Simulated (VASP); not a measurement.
Crystal: MnS (Rambergite).

```xyz
4
Lattice="3.9760 0.0000 0.0000 -1.9880 3.4433 0.0000 0.0000 0.0000 6.4320" Properties=species:S:1:pos:R:3 pbc="T T T"
Mn    0.0000    2.2955    0.0000
Mn    1.9880    1.1478    3.2160
S     0.0000    2.2955    2.4763
S     1.9880    1.1478    5.6923
```

Program: VASP 6.6.1. Alike in all runs: task single point; potentials or basis VASP PAW PBE potentials, release 64 (Mn_pv, S); cell as given; k mesh 8 × 8 × 5; cutoff (eV) 520; smearing fermi-dirac 0.05 eV.

Q: Order these runs on this cell by their pressure, lowest first.
A. level PBE+U; spin collinear, ferromagnetic start; U Mn d U = 4.0 eV
B. level PBE; spin collinear, ferromagnetic start
C. level r2SCAN; spin off

A: C (-20.7 GPa), B (1.3 GPa), A (5.1 GPa).

Caveats: the PAW data sets were made with another functional, which shifts forces and pressure a little (some runs).
